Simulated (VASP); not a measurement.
Write the native input for VASP 6.6.1 that does the following.

```
Task                   : single point
Functional             : PBEsol
Potentials or basis    : VASP PAW PBE potentials, release 64 (N)
Cutoff                 : 520 eV
k mesh                 : 7 × 7 × 4, shifted
Occupations            : gaussian, width 0.01 eV
Spin                   : no spin polarisation
Dipole correction      : no
Further INCAR settings : ALGO = Normal; EDIFF = 1e-06; NBANDS = 18
```

The structure of N lies in POSCAR:

```
N
1.0
    4.1672328100      0.0000000000      0.0000000000
   -2.0836164100      3.6089294800      0.0000000000
    0.0000000000      0.0000000000      7.0060035100
N
4
Direct
    0.3333333333      0.6666666667      0.3289300400
    0.3367969643      0.6735939287      0.1710699600
    0.6666666667      0.3333333333      0.8289300400
    0.6666666667      0.3333333333      0.6710699600
```

One way to write it, as run:

INCAR

```
SYSTEM = N
PREC = Accurate
ENCUT = 520
EDIFF = 1E-6
ISMEAR = 0
SIGMA = 0.01
LREAL = .False.
LASPH = .True.
NELM = 60
ALGO = Normal
ISIF = 2
LWAVE = .False.
LCHARG = .False.
GGA = PS
NBANDS = 18
```

KPOINTS

```
Automatic mesh
0
Gamma
  7 7 4
  0 0 0.5
```

Potentials or basis: VASP PAW PBE potentials, release 64 (N).

Run with:

```console
$ cat potpaw_PBE.64/N/POTCAR > POTCAR
$ mpirun -np 1 vasp_std > vasp.out
```

It gave:

The pressure is 1.0 GPa and the largest force is 0.894 eV/Å. The band gap on the k mesh is 7.07 eV (least direct gap 7.32 eV).

Caveat: the standard files for N, O and F lose accuracy on very short bonds; this functional lacks dispersion, which holds the molecules together, so the pressure and a relaxed volume are unreliable; the PAW data sets were made with another functional, which shifts forces and pressure a little; a shifted mesh leaves out Γ, where band edges can lie.

Wall time 69 s on 1 thread of Intel Xeon 8259CL (shared host), peak memory 0.25 GiB.
